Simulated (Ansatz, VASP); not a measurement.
BaTiO3 in VASP and in Ansatz

```
Ba Ti O
1.0
     4.08745    0.00000    0.00000
     0.00000    4.08745    0.00000
     0.00000    0.00000    4.00730
Ba Ti O
1 1 3
Cartesian
  2.0437 2.0437 2.0036
  0.0000 0.0000 0.0000
  2.0437 0.0000 0.0000
  0.0000 2.0437 0.0000
  0.0000 0.0000 2.0036
```

Change from the starting cell: equal xx and yy strain of +2 %, PAW files.

Alike in both runs: task electric field gradients; functional PBE; k mesh 8 × 8 × 8; occupations fermi-dirac, width 0.05 eV; no spin polarisation.

|  | VASP | Ansatz |
| --- | --- | --- |
| version | VASP 6.6.1 | Ansatz 0.2.0 |
| potentials or method | VASP PAW PBE potentials, release 64 (Ba_sv, Ti_sv, O) | PAW with Ansatz's default frozen-core files, scalar-relativistic |
| plane-wave cutoff (eV) | 520 | 420 |
| valence electrons in the cell | 40 | 40 |

```tsv
	VASP	Ansatz	Ansatz less VASP
pressure (GPa)	-3.0	-4.6	-1.53
traceless stress, the component that is largest in VASP (GPa)	2.17	2.09	-0.076
size of Vzz on the site where it differs most (V/Å²)	22.6	23.7	+1.11
```

Neither program's run includes spin-orbit coupling.
